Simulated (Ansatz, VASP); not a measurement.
Ta in VASP and in Ansatz

```
Ta
1.0
    -1.65493    1.65493    1.65493
     1.65493   -1.65493    1.65493
     1.65493    1.65493   -1.65493
Ta
1
Direct
  0.00000 0.00000 0.00000
```

Alike in both runs: task relaxation of cell and atoms; functional r2SCAN; k mesh 18 × 18 × 18; occupations gaussian, width 0.1 eV; no spin polarisation.

|  | VASP | Ansatz |
| --- | --- | --- |
| version | VASP 6.6.1 | Ansatz 0.2.0 |
| potentials or method | VASP PAW PBE potentials, release 64 (Ta_pv), cutoff 600 eV | scalar-relativistic, plane waves, PAW |
| valence electrons in the cell | 11 | 13 |

```csv
,VASP,Ansatz,Ansatz less VASP
"gap on the k mesh at the Fermi level, each at its own relaxed structure (eV)",none,none,-
relaxed volume (Å³/atom),18.10,18.05,-0.048
relaxed cell length with the largest relative difference (Å),2.865,2.862,-0.0025
```

VASP's potentials were made for PBE, not for r2SCAN. A gap of «none» marks a metal or a gap that the smearing closes. VASP's potentials hold 11 valence electrons a cell and Ansatz's 13, so a difference there can come from the potentials and not from the codes.

Spin-orbit coupling is off throughout.
